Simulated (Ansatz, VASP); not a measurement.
One calculation of CsAg, two programs

```
Cs Ag
1.0
     0.00000    4.26434    4.26434
     4.26434    0.00000    4.26434
     4.26434    4.26434    0.00000
Cs Ag
1 1
Direct
  0.00000 0.00000 0.00000
  0.75000 0.75000 0.75000
```

Alike in both runs: functional PBE; k mesh 4 × 4 × 4; occupations gaussian, width 0.1 eV; no spin polarisation.

Ansatz relaxed the structure, and its values are those at the end. VASP's run is a single point on that final structure, the one shown.

|  | VASP | Ansatz |
| --- | --- | --- |
| version | VASP 6.6.1 | Ansatz 0.2.0 |
| potentials or method | VASP PAW PBE potentials, release 64 (Cs_sv, Ag), cutoff 520 eV | scalar-relativistic, plane waves, PAW |
| valence electrons in the cell | 20 | 28 |

```tsv
	VASP	Ansatz	Ansatz less VASP
gap on the k mesh at the Fermi level (eV)	1.81	1.81	+0.004
least direct gap on the mesh (eV)	1.81	1.81	+0.004
pressure (GPa)	0.1	0.1	0.00
```

VASP's potentials hold 20 valence electrons a cell and Ansatz's 28, so a difference there can come from the potentials and not from the codes.

Spin-orbit coupling is off throughout.
